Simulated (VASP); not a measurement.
Wanted: the native input for a VASP 6.6.1 run.

- Task: single point
- Functional: PBE
- Potentials or basis: VASP PAW PBE potentials, release 64 (Ir)
- Cutoff: 520 eV
- k mesh: 18 × 18 × 10
- Occupations: gaussian, width 0.1 eV
- Spin: no spin polarisation
- Dipole correction: no
- Further INCAR settings: ALGO = Normal; EDIFF = 1e-06; NBANDS = 16

The structure of Ir lies in POSCAR:

```
Ir
1.0
    2.7479499760      0.0000000000      0.0000000000
   -1.3739749880      2.3797944875      0.0000000000
    0.0000000000      0.0000000000      4.4530442219
Ir
2
Direct
    0.3333333333      0.6666666667      0.2500000000
    0.6666666667      0.3333333333      0.7500000000
```

One way to write it, as run:

INCAR

```
ALGO     = Normal         # electronic algorithm
EDIFF    = 1E-6           # SCF threshold, eV
ENCUT    = 520            # plane-wave cutoff, eV
GGA      = PE             # functional
ISIF     = 2              # what is computed and relaxed
ISMEAR   = 0              # smearing method
LASPH    = True           # aspherical terms in the spheres
LCHARG   = False          # write CHGCAR
LREAL    = False          # projectors in reciprocal space
LWAVE    = False          # write WAVECAR
NBANDS   = 16             # bands
NELM     = 100            # most SCF steps
PREC     = Accurate       # precision mode
SIGMA    = 0.1            # smearing width, eV
```

KPOINTS

```
k-points
0
Gamma
  18 18 10
```

Potentials or basis: VASP PAW PBE potentials, release 64 (Ir).

The run is started by

```sh
$ cat potpaw_PBE.64/Ir/POTCAR > POTCAR
$ mpirun -np 1 vasp_std > vasp.out
```

It gave:

```yaml
Pressure: 0.5 GPa
Band_gap_on_the_k_mesh: zero (band 9 reaches 10.95 eV, above the bottom of band 10 at 7.77 eV)
```

Caveat: spin-orbit coupling is left out, which moves the levels of the heavy elements.

Wall time 55 s on 1 thread of Intel Xeon 6975P-C (shared host), peak memory 0.21 GiB.
